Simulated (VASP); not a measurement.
Set up this calculation in VASP 6.6.1, as the native input.

| Item | Value |
| --- | --- |
| Task | relaxation of cell and atoms |
| Functional | PBE |
| Potentials or basis | VASP PAW PBE potentials, release 64 (Ge_d, N) |
| Cutoff | 600 eV |
| k mesh | 12 × 12 × 6 |
| Occupations | gaussian, width 0.1 eV |
| Spin | no spin polarisation |
| Dipole correction | no |
| Further INCAR settings | ALGO = Fast; EDIFF = 1e-06; IBRION = 2; EDIFFG = -0.01; NSW = 100; ISIF = 3 |

The structure of Ge3N lies in POSCAR:

```
Ge3N
1.0
    5.1116213114      0.0000000000      0.0000000000
   -2.5558106557      4.4267939102      0.0000000000
    0.0000000000      0.0000000000      5.8220047602
Ge N
6 2
Direct
    0.3386472252      0.0000000000      0.2500000000
    0.3386472252      0.3386472252      0.7500000000
    0.0000000000      0.3386472252      0.2500000000
    0.6613527748      0.0000000000      0.7500000000
    0.6613527748      0.6613527748      0.2500000000
    0.0000000000      0.6613527748      0.7500000000
    0.0000000000      0.0000000000      0.0000000000
    0.0000000000      0.0000000000      0.5000000000
```

The cell was built from a structure type or drawn by symmetry, and may not be a known phase.

The input as run:

INCAR

```
SYSTEM = Ge3N
  PREC = Accurate
  ENCUT = 600
  EDIFF = 1E-6
  ISMEAR = 0
  SIGMA = 0.1
  LREAL = .False.
  LASPH = .True.
  NELM = 80
  ALGO = Fast
  ISIF = 3
  LWAVE = .False.
  LCHARG = .False.
  GGA = PE
  IBRION = 2
  NSW = 100
  EDIFFG = -0.01
```

KPOINTS

```
regular mesh
0
Gamma
  12 12 6
  0 0 0
```

Potentials or basis: VASP PAW PBE potentials, release 64 (Ge_d, N).

The run is started by

```sh
$ cat potpaw_PBE.64/Ge_d/POTCAR potpaw_PBE.64/N/POTCAR > POTCAR
$ mpirun -np 1 vasp_std > vasp.out
```

Results of the run:

```json
{"Relaxed volume": "16.39 Å³/atom", "Relaxed cell": "a = 5.128 Å, b = 5.128 Å, c = 5.757 Å, α = 90.00°, β = 90.00°, γ = 120.00°", "Space group after relaxing (to 0.1 Å)": "P6_3/mcm (No. 193)", "Energy gained by relaxing": "0.6 meV/atom", "Ionic steps": "5", "Pressure after relaxing": "0.0 GPa", "Largest force after relaxing": "0.006 eV/Å", "Band gap on the k mesh": "zero (bands 47 and 48 overlap by 2.66 eV)"}
```

Wall time 64 min on 1 thread of Oxide Virtual Turin-like Processor, with other jobs on the host, peak memory 0.58 GiB.
